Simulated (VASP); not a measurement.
# Sb in VASP: single point with PBE

Aim: the single point of Sb with PBE.

Everything below comes from runs of VASP 6.6.1. Logs are shortened: lines on timing, memory, paths and dates and some standing lists are left out, and cuts for length are marked.

## Step 1: The cell of the first run

The typed cell holds 1 atom: a = 3.282 Å, b = 3.282 Å, c = 3.282 Å, α = 109.48°, β = 109.47°, γ = 109.47°.

The cell was generated, and may not be a known phase.

## Step 2: Single point, PBE

The input, INCAR:

```
ALGO = Normal
EDIFF = 1E-6
ENCUT = 520
GGA = PE
ISIF = 2
ISMEAR = 0
LASPH = T
LCHARG = F
LREAL = F
LWAVE = F
NBANDS = 8
NELM = 60
PREC = Accurate
SIGMA = 0.1
```

The input, KPOINTS:

```
k-points
0
Gamma
  22 22 22
```

The input, POSCAR:

```
Sb
1.0
   -1.8948347500      1.8950583459      1.8950093573
    1.8948347500     -1.8950583459      1.8950093573
    1.8948347500      1.8950583459     -1.8950093573
Sb
1
Direct
    0.0000000000      0.5000000000      0.5000000000
```

Potentials or basis: VASP PAW PBE potentials, release 64 (Sb).

Run with:

```
$ cat potpaw_PBE.64/Sb/POTCAR > POTCAR
$ mpirun -np 1 vasp_std > vasp.out
```

OUTCAR:

```text
EDIFF = 1E-6
   ENCUT = 520
   GGA = PE
   ISIF = 2
   ISMEAR = 0
   LASPH = T
   LREAL = F
   NELM = 60
   PREC = Accurate

 ion  position               nearest neighbor table
   1  0.000  0.500  0.500-

  LATTYP: Found a body centered orthorhombic cell.
 ALAT       =     3.7896695000
 B/A-ratio  =     1.0000921491
 C/A-ratio  =     1.0001180028

  Lattice vectors:

 A1 = (  -1.8948347500,  -1.8950583459,   1.8950093573)
 A2 = (   1.8948347500,  -1.8950583459,  -1.8950093573)
 A3 = (   1.8948347500,   1.8950583459,   1.8950093573)

Analysis of symmetry for initial positions (statically):
=====================================================================
 Subroutine PRICEL returns:
 Original cell was already a primitive cell.

 Routine SETGRP: Setting up the symmetry group for a
 body centered orthorhombic supercell.

 Subroutine GETGRP returns: Found  8 space group operations
 (whereof  8 operations were pure point group operations)
 out of a pool of  8 trial point group operations.

The static configuration has the point symmetry D_2h.

Analysis of symmetry for dynamics (positions and initial velocities):
=====================================================================
 Subroutine PRICEL returns:
 Original cell was already a primitive cell.

 Routine SETGRP: Setting up the symmetry group for a
 body centered orthorhombic supercell.

 Subroutine GETGRP returns: Found  8 space group operations
 (whereof  8 operations were pure point group operations)
 out of a pool of  8 trial point group operations.

The dynamic configuration has the point symmetry D_2h.

 Subroutine INISYM returns: Found  8 space group operations
 (whereof  8 operations are pure point group operations),
 and found     1 'primitive' translations

----------------------------------------------------------------------------------------

                                     Primitive cell

  volume of cell :      27.2186

  direct lattice vectors                    reciprocal lattice vectors
    -1.894834750  1.895058346  1.895009357     0.000000000  0.263844119  0.263850940
     1.894834750 -1.895058346  1.895009357     0.263875254  0.000000000  0.263850940
     1.894834750  1.895058346 -1.895009357     0.263875254  0.263844119  0.000000000

  length of vectors
     3.282179966  3.282179966  3.282179966     0.373136755  0.373158770  0.373153948

  position of ions in fractional coordinates (direct lattice)
     0.000000000  0.500000000  0.500000000

  ion indices of the primitive-cell ions
   primitive index   ion index
                 1           1

----------------------------------------------------------------------------------------

 KPOINTS: k-points

Automatic generation of k-mesh.
 Grid dimensions read from file:
 generate k-points for:   22   22   22

 Generating k-lattice:

  Cartesian coordinates                     Fractional coordinates (reciprocal lattice)
     0.000000000  0.011992915  0.011993225     0.045454545  0.000000000 -0.000000000
     0.011994330  0.000000000  0.011993225     0.000000000  0.045454545 -0.000000000
     0.011994330  0.011992915  0.000000000     0.000000000  0.000000000  0.045454545

  Length of vectors
     0.016960762  0.016961762  0.016961543

  Shift w.r.t. Gamma in fractional coordinates (k-lattice)
     0.000000000  0.000000000  0.000000000

 Subroutine IBZKPT returns following result:
 ===========================================

 Found   1530 irreducible k-points:

 Following reciprocal coordinates:
            Coordinates               Weight
  0.000000  0.000000  0.000000      1.000000
  0.045455  0.000000 -0.000000      4.000000
  0.090909  0.000000 -0.000000      4.000000
  0.136364 -0.000000  0.000000      4.000000
  0.181818 -0.000000  0.000000      4.000000
  0.227273 -0.000000  0.000000      4.000000
[... 16 lines left out ...]
  0.454545  0.045455  0.000000      8.000000
  0.500000  0.045455  0.000000      8.000000
 [... further k-points ...]
   k-points           NKPTS =   1530   k-points in BZ     NKDIM =   1530   number of bands    NBANDS=      8
   number of dos      NEDOS =    301   number of ions     NIONS =      1
   total plane-waves  NPLWV =  13824
   dimension x,y,z NGX =    24 NGY =   24 NGZ =   24
   dimension x,y,z NGXF=    48 NGYF=   48 NGZF=   48
   ions per type =               1
   NGX,Y,Z   is equivalent  to a cutoff of  12.16, 12.16, 12.16 a.u.
   NGXF,Y,Z  is equivalent  to a cutoff of  24.31, 24.31, 24.31 a.u.
 SYSTEM =  unknown system
   PREC   = accura    normal or accurate (medium, high low for compatibility)
   ISTART =      0    job   : 0-new  1-cont  2-samecut
   ICHARG =      2    charge: 1-file 2-atom 10-const
   ISPIN  =      1    spin polarized calculation?
   LNONCOLLINEAR =      F non collinear calculations
   LSORBIT =      F    spin-orbit coupling
   LASPH  =      T    aspherical Exc in radial PAW
   ENCUT  =  520.0 eV  38.22 Ry    6.18 a.u.   6.10  6.10  6.10*2*pi/ulx,y,z
   NELM   =     60;   NELMIN=  2; NELMDL= -5     # of ELM steps
   EDIFF  = 0.1E-05   stopping-criterion for ELM
   LREAL  =      F    real-space projection
   EDIFFG = 0.1E-04   stopping-criterion for IOM
   NSW    =      0    number of steps for IOM
   IBRION =     -1    ionic relax: 0-MD 1-quasi-New 2-CG
   NFREE  =      0    steps in history (QN), initial steepest desc. (CG)
   ISIF   =      2    stress and relaxation
   ISYM   =      2    0-nonsym 1-usesym 2-fastsym
   POTIM  = 0.5000    time-step for ionic-motion
   TEBEG  =    0.0;   TEEND  =   0.0 temperature during run
   PSTRESS=    0.0 pullay stress
   NELECT =       5.0000    total number of electrons
   NUPDOWN=      -1.0000    fix difference up-down
   EMIN   =  10.00;   EMAX   =-10.00  energy-range for DOS
   EFERMI =   0.00;   METHOD = LEGACY
   ISMEAR =     0;   SIGMA  =   0.10  broadening in eV -4-tet -1-fermi 0-gaus
   EFERMI_NEDOS =   21; number of points for ismear=-14 and -15
   IALGO  =     38    algorithm
   IMIX   =      4    mixing-type and parameters
     AMIX     =   0.40;   BMIX     =  1.00
     AMIX_MAG =   1.60;   BMIX_MAG =  1.00
  volume/ion in A,a.u.               =      27.22       183.68
  Fermi-wavevector in a.u.,A,eV,Ry     =   0.930629  1.758633 11.783593  0.866070
  Thomas-Fermi vector in A             =   2.057037
   LORBIT       =      0    0 simple, 1 ext, 2 COOP (PROOUT), +10 PAW based schemes
   GGA     = PE    functional components
   LHFCALC =     F    Hartree Fock is set to
   AEXX    =    0.0000 exact exchange contribution
   IVDW    =     0    specifies the selected vdW correction
   LEPSILON=     F    determine dielectric tensor
   LRPA    =     F    only Hartree local field effects (RPA)
 non-spin polarized calculation
 Gauss-broadening in eV      SIGMA  =   0.10
  energy-cutoff  :      520.00
  volume of cell :       27.22
 maximum number of plane-waves:       746
   NGX = 13   NGY = 13   NGZ = 13

 number of electron       5.0000000 magnetization

 Free energy of the ion-electron system (eV)
  ---------------------------------------------------
  ext. energy  EPLUGINS =         0.00000000
  ---------------------------------------------------
  free energy    TOTEN  =        -3.91207521 eV

  energy without entropy =       -3.90959896  energy(sigma->0) =       -3.91083709

 E-fermi :   8.3188     XC(G=0): -10.1826

 val. band max:        8.2996614545   @ k =   0.3636   0.0909   0.0909
 cond. band min:       8.3283922325   @ k =  -0.2273  -0.3636   0.2273
 fundamental gap:      0.0287307781
 Fermi energy:         8.3187926602

 k-point     1 :       0.0000    0.0000    0.0000
  band No.  band energies     occupation
      1      -4.4494      2.00000
      2      13.7119      0.00000
      3      13.7120      0.00000
      4      13.7124      0.00000
      5      18.8114      0.00000
      6      18.8129      0.00000
      7      18.8133      0.00000
      8      20.0954      0.00000

 k-point     2 :       0.0455    0.0000   -0.0000
  band No.  band energies     occupation
      1      -4.4066      2.00000
      2      13.3549      0.00000
      3      13.5645      0.00000
      4      13.6764      0.00000
      5      18.4862      0.00000
      6      18.5364      0.00000
      7      19.0094      0.00000
      8      19.7596      0.00000

 k-point     3 :       0.0909    0.0000   -0.0000
  band No.  band energies     occupation
      1      -4.2782      2.00000
      2      12.4443      0.00000
      3      13.1811      0.00000
      4      13.5712      0.00000
      5      17.8705      0.00000
      6      17.9253      0.00000
      7      19.4794      0.00000
      8      19.5378      0.00000

 k-point     4 :       0.1364   -0.0000    0.0000
  band No.  band energies     occupation
      1      -4.0650      2.00000
      2      11.2449      0.00000
      3      12.6754      0.00000
      4      13.4033      0.00000
      5      17.1850      0.00000
      6      17.3733      0.00000
      7      19.3049      0.00000
      8      19.9196      0.00000

 k-point     5 :       0.1818   -0.0000    0.0000
  band No.  band energies     occupation
      1      -3.7680      2.00000
      2       9.9302      0.00000
      3      12.1348      0.00000
      4      13.1875      0.00000
      5      16.5792      0.00000
      6      16.8733      0.00000
      7      19.2950      0.00000
      8      20.1449      0.00000
[... 177 lines left out ...]
 k-point    22 :       0.4091    0.0455    0.0000
  band No.  band energies     occupation
      1      -0.9243      2.00000
      2       3.4778      2.00000
      3       9.8724      0.00000
      4      11.8367      0.00000
      5      14.9723      0.00000
      6      15.6365      0.00000
      7      21.0892      0.00000
      8      22.8401      0.00000

 k-point    23 :       0.4545    0.0455    0.0000
  band No.  band energies     occupation
      1      -0.5189      2.00000
      2       2.9061      2.00000
      3       9.7746      0.00000
      4      11.7739      0.00000
      5      14.8996      0.00000
      6      15.5724      0.00000
      7      21.5980      0.00000
      8      22.9011      0.00000

 k-point    24 :       0.5000    0.0455    0.0000
  band No.  band energies     occupation
      1      -0.5189      2.00000
      2       2.9061      2.00000
      3       9.7746      0.00000
      4      11.7739      0.00000
      5      14.8996      0.00000
      6      15.5724      0.00000
      7      21.5984      0.00000
      8      22.9007      0.00000

 [... further k-points ...]

------------------------ aborting loop because EDIFF is reached ----------------------------------------

  FORCE on cell =-STRESS in cart. coord.  units (eV):
  Direction    XX          YY          ZZ          XY          YZ          ZX
  --------------------------------------------------------------------------------------
  -------------------------------------------------------------------------------------
  Total       -0.0224957     -0.0233951     -0.0231980      0.0000000      0.0000000     -0.0000000
  in kB       -1.3241715     -1.3771161     -1.3655113      0.0000000      0.0000000     -0.0000000
  external PRESSURE =      -1.3555996 kB  Pullay stress =       0.0000000 kB

 VOLUME and BASIS-vectors are now :
 -----------------------------------------------------------------------------
  energy-cutoff  :      520.00
  volume of cell :       27.22
      direct lattice vectors                 reciprocal lattice vectors
    -1.894834750  1.895058346  1.895009357     0.000000000  0.263844119  0.263850940
     1.894834750 -1.895058346  1.895009357     0.263875254  0.000000000  0.263850940
     1.894834750  1.895058346 -1.895009357     0.263875254  0.263844119  0.000000000

 POSITION                                       TOTAL-FORCE (eV/Angst)
 -----------------------------------------------------------------------------------
      1.89483      0.00000      0.00000         0.000000      0.000000      0.000000
 -----------------------------------------------------------------------------------
    total drift:                               -0.000000     -0.000000      0.000000

  FREE ENERGIE OF THE ION-ELECTRON SYSTEM (eV)
  ---------------------------------------------------
  free  energy   TOTEN  =        -3.9120752091 eV

  energy  without entropy=       -3.9095989631  energy(sigma->0) =       -3.91083709
```

Run time: 55 s. Hardware: 1 thread of Intel Xeon 6975P-C (Granite Rapids), shared host; peak memory 0.41 GiB.

Results:

```
Free energy            : -3.9121 eV
Pressure               : -0.1 GPa
Band gap on the k mesh : zero (an odd number of electrons rules out a gap without spin polarisation)
```

Caveat: spin-orbit coupling is left out, which moves the levels of the heavy elements.

The gap in the log of VASP goes by the Fermi energy; the results here count the filled bands.